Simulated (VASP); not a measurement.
# Mg7CdO8 (P1) in VASP: notebook, part 2 of 2

VASP 6.6.1.

### Step 3. Relaxation of volume and atoms at fixed shape, PBEsol

This run uses another cell than the first one, of 9.74 Å³/atom.

Contents of INCAR:

```
SYSTEM = Mg7CdO8
  PREC = Accurate
  ENCUT = 700
  EDIFF = 1E-7
  ISMEAR = -1
  SIGMA = 0.05
  LREAL = Auto
  LASPH = .True.
  NELM = 120
  ALGO = Normal
  ISIF = 8
  LWAVE = .False.
  LCHARG = .False.
  GGA = PS
  IBRION = 2
  NSW = 100
  EDIFFG = -0.03
  ISYM = -1
  GGA_COMPAT = .False.
  NELMIN = 4
```

Contents of KPOINTS:

```
explicit points
1
Reciprocal
  0.25000000   0.25000000   0.25000000 1
```

Contents of POSCAR:

```
Mg7CdO8
1.0
    8.5430880000      0.0000000000      0.0000000000
    0.0000000000      8.5430880000      0.0000000000
    0.0000000000      0.0000000000      8.5430880000
O Mg Cd
32 28 4
Direct
    0.2518460000      0.0015560000      0.9981790000
    0.2509080000      0.9944220000      0.5030580000
    0.2464840000      0.5021020000      0.0019960000
    0.2507380000      0.4976450000      0.4966590000
    0.7492520000      0.9999370000      0.9996510000
    0.7475380000      0.0026220000      0.5010190000
    0.7505480000      0.4988150000      0.0001690000
    0.7484970000      0.5038030000      0.5008820000
    0.9999650000      0.2521990000      0.0000540000
    0.9991950000      0.2473450000      0.4973450000
    0.0002400000      0.7516470000      0.0010240000
    0.9976510000      0.7478860000      0.4984420000
    0.5010210000      0.2530970000      0.0023270000
    0.5027850000      0.2470960000      0.5022470000
    0.4989850000      0.7475260000      0.9980650000
    0.5011640000      0.7481600000      0.5026690000
    0.9988810000      0.9998260000      0.2494160000
    0.9996670000      0.9992740000      0.7529310000
    0.0013660000      0.4979540000      0.2470480000
    0.0016930000      0.5004810000      0.7485250000
    0.4997890000      0.9998760000      0.2512870000
    0.5018780000      0.0022010000      0.7525450000
    0.5004100000      0.4998890000      0.2463820000
    0.5034280000      0.4985150000      0.7501340000
    0.2536960000      0.2493370000      0.2462040000
    0.2487740000      0.2506510000      0.7501060000
    0.2514710000      0.7535290000      0.2494010000
    0.2470710000      0.7497710000      0.7501270000
    0.7494420000      0.2520300000      0.2464810000
    0.7494910000      0.2503170000      0.7477530000
    0.7535150000      0.7504110000      0.2446360000
    0.7532360000      0.7487650000      0.7555590000
    0.0032940000      0.0022440000      0.0011990000
    0.9975380000      0.9989390000      0.5006290000
    0.9998000000      0.4993740000      0.0046790000
    0.0024050000      0.4961820000      0.5012160000
    0.5011690000      0.0023440000      0.9976860000
    0.5022140000      0.0039870000      0.5012220000
    0.4984250000      0.4981070000      0.0008940000
    0.4985280000      0.5027150000      0.4981240000
    0.2483460000      0.2513130000      0.9963200000
    0.2535180000      0.2503530000      0.4978250000
    0.2527850000      0.7520510000      0.0048850000
    0.2517520000      0.7472480000      0.4963450000
    0.7488290000      0.2484020000      0.4980490000
    0.7454500000      0.7503030000      0.9980840000
    0.7511350000      0.7547380000      0.5020960000
    0.2510770000      0.0007080000      0.2508830000
    0.2497590000      0.9987830000      0.7510020000
    0.2479070000      0.4976410000      0.2530480000
    0.2524250000      0.5017950000      0.7527910000
    0.7495750000      0.0024330000      0.2484880000
    0.7486680000      0.0019610000      0.7461540000
    0.0039110000      0.2498620000      0.2491760000
    0.0033860000      0.2515620000      0.7494970000
    0.9990090000      0.7518770000      0.2502200000
    0.9977170000      0.7493810000      0.7474590000
    0.4996100000      0.2451160000      0.2510300000
    0.4989970000      0.2507170000      0.7502510000
    0.4995920000      0.7474050000      0.7465560000
    0.7471530000      0.2486730000      0.0002480000
    0.7528320000      0.4986290000      0.2526880000
    0.7491090000      0.4985560000      0.7500770000
    0.4995730000      0.7510050000      0.2483790000
```

Potentials or basis: VASP PAW PBE potentials, release 64 (O, Mg, Cd).

The run is started by

```console
cat potpaw_PBE.64/O/POTCAR potpaw_PBE.64/Mg/POTCAR potpaw_PBE.64/Cd/POTCAR > POTCAR
mpirun -np 1 vasp_std > vasp.out
```

It took 44 min on 1 thread of Intel Xeon 6975P-C (Granite Rapids), shared host; peak memory 1.2 GiB.

It converged, with:

- Free energy: -381.7359 eV
- Relaxed volume: 9.88 Å³/atom
- Relaxed cell: a = 8.584 Å, b = 8.584 Å, c = 8.584 Å, α = 90.00°, β = 90.00°, γ = 90.00°
- Space group after relaxing (to 0.1 Å): P1 (No. 1)
- Energy gained by relaxing: 51.4 meV/atom
- Ionic steps: 13
- Pressure after relaxing: 0.0 GPa
- Largest force after relaxing: 0.029 eV/Å
- Band gap on the k mesh: 3.72 eV

Forces in eV/Å, atoms in the order of the input:
```
O    0.001  0.004 -0.001
O    0.000  0.006  0.000
O    0.002  0.007 -0.006
O   -0.001 -0.012 -0.007
O    0.007  0.004  0.006
O   -0.001 -0.003  0.004
O   -0.012  0.008 -0.014
O    0.001  0.001 -0.021
O   -0.005  0.001  0.008
O    0.002  0.000 -0.008
O    0.014  0.006 -0.003
O   -0.002  0.000  0.006
O   -0.008 -0.005  0.001
O   -0.008 -0.005  0.002
O   -0.003  0.005 -0.004
O    0.004 -0.002 -0.005
O    0.007  0.009  0.002
O   -0.001 -0.007  0.001
O    0.020  0.004 -0.001
O    0.009  0.007 -0.001
O    0.006  0.004  0.003
O    0.002  0.007  0.001
O   -0.014 -0.003 -0.002
O   -0.021 -0.009 -0.001
O   -0.013 -0.003  0.002
O    0.011 -0.001 -0.003
O    0.009 -0.009 -0.009
O   -0.007  0.002  0.007
O   -0.001 -0.017  0.011
O   -0.009 -0.013  0.008
O    0.003  0.006  0.003
O    0.008  0.009  0.001
Mg  -0.015  0.012  0.008
Mg  -0.009  0.000 -0.005
Mg  -0.014  0.007 -0.002
Mg  -0.015  0.000  0.007
Mg   0.021 -0.001  0.004
Mg   0.012 -0.006 -0.010
Mg   0.001 -0.001 -0.004
Mg   0.006 -0.001 -0.004
Mg  -0.005  0.010  0.005
Mg  -0.004  0.002 -0.004
Mg   0.005  0.001  0.001
Mg   0.013 -0.009 -0.006
Mg   0.000  0.003  0.006
Mg   0.007  0.007 -0.003
Mg   0.002  0.007 -0.001
Mg  -0.001 -0.005 -0.004
Mg   0.001 -0.004 -0.001
Mg  -0.008  0.007 -0.004
Mg  -0.003 -0.002  0.002
Mg   0.011 -0.002  0.001
Mg   0.001  0.010  0.001
Mg  -0.002  0.002 -0.002
Mg  -0.018  0.007  0.010
Mg  -0.007 -0.007  0.001
Mg   0.001 -0.004  0.003
Mg  -0.003 -0.013 -0.001
Mg   0.009 -0.011 -0.001
Mg   0.011  0.000 -0.007
Cd  -0.005 -0.006  0.002
Cd  -0.011  0.009  0.018
Cd  -0.003  0.002  0.020
Cd   0.024 -0.015 -0.009
```

Stress tensor (GPa, compression positive):
```
-0.11  0.02 -0.10
 0.02 -0.08 -0.16
-0.10 -0.16  0.13
```

Step by step:
| step | energy change (eV) | largest force (eV/Å) | pressure (GPa) | volume (Å³) |
| --- | --- | --- | --- | --- |
| 1 | 0.0000 | 3.9347 | 4.81 | 623.51 |
| 2 | -2.6903 | 0.7614 | -4.14 | 650.26 |
| 3 | -2.7503 | 0.6807 | -3.21 | 646.57 |
| 4 | -3.1760 | 0.3820 | 0.24 | 631.26 |
| 5 | -3.1871 | 0.3257 | 0.96 | 628.37 |
| 6 | -3.2629 | 0.1582 | 0.24 | 631.31 |
| 7 | -3.2680 | 0.1592 | 0.02 | 632.28 |
| 8 | -3.2837 | 0.0788 | -0.14 | 632.88 |
| 9 | -3.2865 | 0.0919 | -0.24 | 633.26 |
| 10 | -3.2904 | 0.0376 | 0.13 | 631.83 |
| 11 | -3.2904 | 0.0378 | 0.13 | 631.81 |
| 12 | -3.2916 | 0.0303 | 0.00 | 632.35 |
| 13 | -3.2917 | 0.0293 | -0.02 | 632.44 |

Final structure:
```
CELL_PARAMETERS angstrom
8.58367 0.00000 0.00000
0.00000 8.58367 0.00000
0.00000 0.00000 8.58367
ATOMIC_POSITIONS crystal
O 0.25049 0.99807 0.00011
O 0.25070 0.99886 0.49949
O 0.25021 0.50254 0.00013
O 0.25053 0.50108 0.49968
O 0.74911 0.98795 0.00003
O 0.74991 0.99779 0.49968
O 0.74923 0.51814 0.00062
O 0.74916 0.50218 0.49984
O 0.01289 0.25156 0.99925
O 0.00193 0.25068 0.50051
O 0.00183 0.74997 0.99790
O 0.00065 0.74931 0.50206
O 0.48721 0.25081 0.99690
O 0.49867 0.25035 0.50150
O 0.49803 0.74928 0.98611
O 0.50080 0.74897 0.51339
O 0.00283 0.00244 0.24936
O 0.00269 0.00102 0.75029
O 0.01445 0.49784 0.24979
O 0.01488 0.49892 0.75049
O 0.49844 0.01292 0.24925
O 0.49777 0.00173 0.75001
O 0.48400 0.48444 0.24860
O 0.48506 0.49685 0.74995
O 0.24850 0.24717 0.25172
O 0.24942 0.24720 0.74773
O 0.23775 0.75227 0.25055
O 0.24854 0.75240 0.74910
O 0.75265 0.23498 0.26378
O 0.75065 0.23397 0.73552
O 0.76575 0.76627 0.25272
O 0.75297 0.76478 0.74852
Mg 0.00318 0.99813 0.99968
Mg 0.00102 0.99995 0.49999
Mg 0.00836 0.50262 0.99985
Mg 0.00563 0.50008 0.49998
Mg 0.49722 0.00003 0.99744
Mg 0.49971 0.00175 0.50212
Mg 0.49183 0.50031 0.99712
Mg 0.49487 0.49770 0.50269
Mg 0.24998 0.24924 0.99964
Mg 0.25002 0.24916 0.49995
Mg 0.24813 0.75084 0.99761
Mg 0.24802 0.75061 0.50203
Mg 0.75040 0.24465 0.49983
Mg 0.75307 0.75490 0.99683
Mg 0.75299 0.75461 0.50257
Mg 0.24850 0.00152 0.25012
Mg 0.24994 0.99982 0.74949
Mg 0.24853 0.49785 0.25024
Mg 0.24986 0.50016 0.74942
Mg 0.75255 0.00035 0.25190
Mg 0.75033 0.99856 0.74777
Mg 0.00491 0.24777 0.25240
Mg 0.00534 0.24749 0.74727
Mg 0.00247 0.75274 0.25021
Mg 0.00265 0.75260 0.74963
Mg 0.49493 0.24792 0.25245
Mg 0.49476 0.24750 0.74740
Mg 0.49740 0.75262 0.74971
Cd 0.75011 0.24860 0.99973
Cd 0.75114 0.49980 0.25057
Cd 0.75016 0.50022 0.74950
Cd 0.50041 0.75026 0.24985
```

Levels at points of the mesh, in eV from the valence-band top:
```csv
k point,band 144,band 145,band 146,band 147,band 148,band 149,band 150,band 151,band 152,band 153
"(0.25, 0.25, 0.25)",-0.61,-0.55,-0.48,-0.43,0.00,3.72,4.83,5.33,5.61,6.16
```

Caveat: the PAW data sets were made with another functional, which shifts forces and pressure a little; a shifted mesh leaves out Γ, where band edges can lie. A k mesh can miss the band edges.

### Step 4. Single point, PBEsol

Contents of INCAR:

```
  PREC = Accurate
  ENCUT = 520
  EDIFF = 1E-6
  ISMEAR = -1
  SIGMA = 0.05
  LREAL = Auto
  LASPH = True
  NELM = 80
  ALGO = Normal
  ISIF = 2
  LWAVE = False
  LCHARG = False
  GGA = PS
  ISYM = 0
  NBANDS = 186
```

Contents of KPOINTS:

```
Automatic mesh
0
Gamma
  1 1 1
  0.25 0.25 0.25
```

Contents of POSCAR:

```
Mg7CdO8
1.0
    8.5882226301      0.0000000000      0.0000000000
    0.0000000000      8.5882226301      0.0000000000
    0.0000000000      0.0000000000      8.5882226301
O Mg Cd
32 28 4
Direct
    0.2505050000      0.9982750000      0.0000890000
    0.2507380000      0.9988800000      0.4994570000
    0.2501480000      0.5024750000      0.9999530000
    0.2503620000      0.5007930000      0.4995810000
    0.7494730000      0.9885660000      0.0001800000
    0.7500210000      0.9978880000      0.4997940000
    0.7489760000      0.5175490000      0.0006240000
    0.7492110000      0.5019980000      0.4998010000
    0.0121570000      0.2516390000      0.9994220000
    0.0016980000      0.2506870000      0.5005160000
    0.0019440000      0.7501250000      0.9979700000
    0.0007150000      0.7493370000      0.5019750000
    0.4875720000      0.2506210000      0.9971200000
    0.4986340000      0.2501700000      0.5014060000
    0.4982420000      0.7494470000      0.9864860000
    0.5009500000      0.7488710000      0.5126650000
    0.0028970000      0.0024230000      0.2494700000
    0.0025690000      0.0010290000      0.7503050000
    0.0139090000      0.4980990000      0.2497320000
    0.0142260000      0.4991220000      0.7504930000
    0.4987050000      0.0122370000      0.2493140000
    0.4980130000      0.0016370000      0.7499660000
    0.4843010000      0.4848280000      0.2485800000
    0.4853710000      0.4968070000      0.7498240000
    0.2483140000      0.2471840000      0.2516400000
    0.2494000000      0.2472790000      0.7478320000
    0.2385540000      0.7519720000      0.2503190000
    0.2486610000      0.7523190000      0.7490960000
    0.7525370000      0.2354500000      0.2634380000
    0.7504260000      0.2345860000      0.7363410000
    0.7653940000      0.7657910000      0.2526840000
    0.7530450000      0.7644050000      0.7485860000
    0.0029690000      0.9985020000      0.9998320000
    0.0010170000      0.9999810000      0.4999850000
    0.0077440000      0.5027160000      0.9998220000
    0.0051560000      0.5000810000      0.5000950000
    0.4976430000      0.0000280000      0.9976030000
    0.4998950000      0.0015100000      0.5017740000
    0.4921030000      0.5002200000      0.9971050000
    0.4950190000      0.4975960000      0.5024030000
    0.2498210000      0.2494050000      0.9996790000
    0.2498520000      0.2491360000      0.4999030000
    0.2483860000      0.7508940000      0.9976230000
    0.2483950000      0.7503920000      0.5017670000
    0.7503210000      0.2448930000      0.5000120000
    0.7531690000      0.7549230000      0.9969530000
    0.7530110000      0.7545480000      0.5024440000
    0.2486310000      0.0013090000      0.2500170000
    0.2499900000      0.9998260000      0.7494900000
    0.2484390000      0.4980030000      0.2500900000
    0.2497480000      0.5000510000      0.7494090000
    0.7528020000      0.0003600000      0.2519550000
    0.7504620000      0.9987640000      0.7479120000
    0.0046210000      0.2479970000      0.2523250000
    0.0048050000      0.2477410000      0.7476050000
    0.0025450000      0.7525040000      0.2502180000
    0.0027100000      0.7525590000      0.7496650000
    0.4949810000      0.2477460000      0.2523100000
    0.4950010000      0.2473750000      0.7474890000
    0.4977060000      0.7525320000      0.7495470000
    0.7498750000      0.2487070000      0.9999900000
    0.7508750000      0.4998890000      0.2506830000
    0.7499260000      0.5004280000      0.7495820000
    0.5008260000      0.7499800000      0.2495740000
```

The run is started by

```console
cat potpaw_PBE.64/O/POTCAR potpaw_PBE.64/Mg/POTCAR potpaw_PBE.64/Cd/POTCAR > POTCAR
mpirun -np 1 vasp_std > vasp.out
```

It took 24 min on 1 thread of Oxide Virtual Turin-like, shared host; peak memory 0.72 GiB.

Results (log left out):

- Free energy: -381.5895 eV
- Pressure: -0.1 GPa
- Largest force: 0.132 eV/Å
- Band gap on the k mesh: 3.71 eV

Forces in eV/Å, atoms in the order of the input:
```
O    0.002  0.005  0.001
O   -0.001  0.004  0.002
O   -0.002 -0.004 -0.001
O    0.001 -0.004  0.001
O    0.012 -0.097  0.010
O   -0.002  0.004  0.001
O   -0.016  0.076 -0.015
O    0.000  0.000  0.001
O    0.075 -0.009 -0.010
O   -0.011  0.001 -0.003
O   -0.005 -0.004  0.008
O   -0.006  0.001 -0.002
O   -0.076  0.017  0.008
O    0.008  0.001 -0.007
O    0.021  0.009 -0.081
O   -0.009 -0.014  0.078
O   -0.006  0.000 -0.001
O   -0.007 -0.004 -0.001
O    0.085 -0.004 -0.014
O    0.077 -0.007 -0.015
O   -0.006  0.086 -0.011
O    0.005 -0.002  0.000
O   -0.057 -0.066  0.032
O   -0.070  0.009  0.021
O    0.001  0.001 -0.001
O    0.003  0.002  0.002
O   -0.085  0.009  0.010
O    0.002 -0.004  0.004
O   -0.003 -0.090  0.097
O    0.021 -0.062 -0.068
O    0.066  0.063 -0.031
O   -0.011  0.077 -0.015
Mg   0.004 -0.006  0.002
Mg   0.001  0.000  0.000
Mg   0.015  0.006  0.004
Mg   0.009  0.001  0.000
Mg  -0.006  0.000 -0.004
Mg   0.002  0.010  0.009
Mg  -0.012 -0.003 -0.007
Mg  -0.008 -0.004  0.000
Mg   0.001  0.000  0.000
Mg   0.001 -0.002 -0.001
Mg  -0.009  0.000 -0.006
Mg  -0.007  0.000  0.007
Mg   0.000 -0.011 -0.002
Mg   0.004  0.008  0.001
Mg   0.007  0.009  0.006
Mg  -0.008  0.008 -0.001
Mg   0.001 -0.001 -0.002
Mg  -0.009 -0.008 -0.001
Mg  -0.001 -0.001  0.000
Mg   0.006  0.000  0.004
Mg   0.000 -0.006 -0.009
Mg   0.010 -0.003  0.006
Mg   0.007 -0.003 -0.004
Mg   0.004  0.005 -0.001
Mg   0.006  0.006  0.000
Mg  -0.010 -0.004  0.005
Mg  -0.010 -0.006 -0.004
Mg  -0.004  0.005  0.001
Cd  -0.002  0.010  0.001
Cd  -0.001 -0.001 -0.002
Cd  -0.001 -0.001  0.001
Cd   0.005 -0.002 -0.001
```

Stress tensor (GPa, compression positive):
```
-0.17  0.20  0.07
 0.20 -0.13  0.01
 0.07  0.01  0.08
```

Levels at points of the mesh, in eV from the valence-band top:
```csv
k point,band 145,band 146,band 147,band 148,band 149,band 150,band 151,band 152
"(0.25, 0.25, 0.25)",-0.55,-0.48,-0.43,0.00,3.72,4.85,5.33,5.60
```

Caveat: the PAW data sets were made with another functional, which shifts forces and pressure a little; a shifted mesh leaves out Γ, where band edges can lie. A k mesh can miss the band edges.

### Step 5. Overview

```tsv
task	cell	cutoff (eV)	gap on the mesh (eV)	pressure (GPa)	largest force (eV/Å)
single point	a = 8.588 Å, 64 atoms, atomic positions A	700	3.72	-0.2	0.11
relaxation of volume and atoms at fixed shape	relaxed from a = 8.543 Å, 64 atoms, atomic positions B	700	3.72	0.0	0.03
single point	a = 8.588 Å, 64 atoms, atomic positions A	520	3.71	-0.1	0.13
```

Alike in all rows: level PBEsol; potentials or basis VASP PAW PBE potentials, release 64 (O, Mg, Cd); no spin polarisation; k mesh 1 × 1 × 1, shifted; smearing fermi-dirac 0.05 eV.

Caveats: the PAW data sets were made with another functional, which shifts forces and pressure a little; a shifted mesh leaves out Γ, where band edges can lie.

Total energies depend on the potentials used, so only differences within one code and one set of settings carry meaning.
